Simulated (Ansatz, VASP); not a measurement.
**Two plane-wave programs on Co**

```
CELL_PARAMETERS angstrom
2.34016 0.00000 0.00000
0.00000 2.34016 0.00000
0.00000 0.00000 2.34016
ATOMIC_POSITIONS crystal
Co 0.00000 0.00000 0.00000
```

Alike in both runs: functional PBE; k mesh 17 × 17 × 17; occupations fermi-dirac, width 0.05 eV; collinear spin.

Ansatz relaxed the structure, and its values are those at the end. VASP's run is a single point on that final structure, the one shown.

|  | VASP | Ansatz |
| --- | --- | --- |
| version | VASP 6.6.1 | Ansatz 0.2.0 |
| potentials or method | VASP PAW PBE potentials, release 64 (Co) | PAW with Ansatz's default frozen-core files, scalar-relativistic |
| plane-wave cutoff (eV) | 520 | 420 |
| valence electrons in the cell | 9 | 17 |

```csv
,VASP,Ansatz,Ansatz less VASP
pressure (GPa),-0.6,0.0,+0.65
net moment per atom (μB),1.87,1.88,+0.013
size of the moment on the site where the two differ most (μB),1.88,1.90,+0.022
```

Site moments also hang on the region over which each program counts them. The functional is the same, so the differences come from potentials, cutoffs and numerics. VASP's potentials hold 9 valence electrons a cell and Ansatz's 17, so a difference there can come from the potentials and not from the codes.
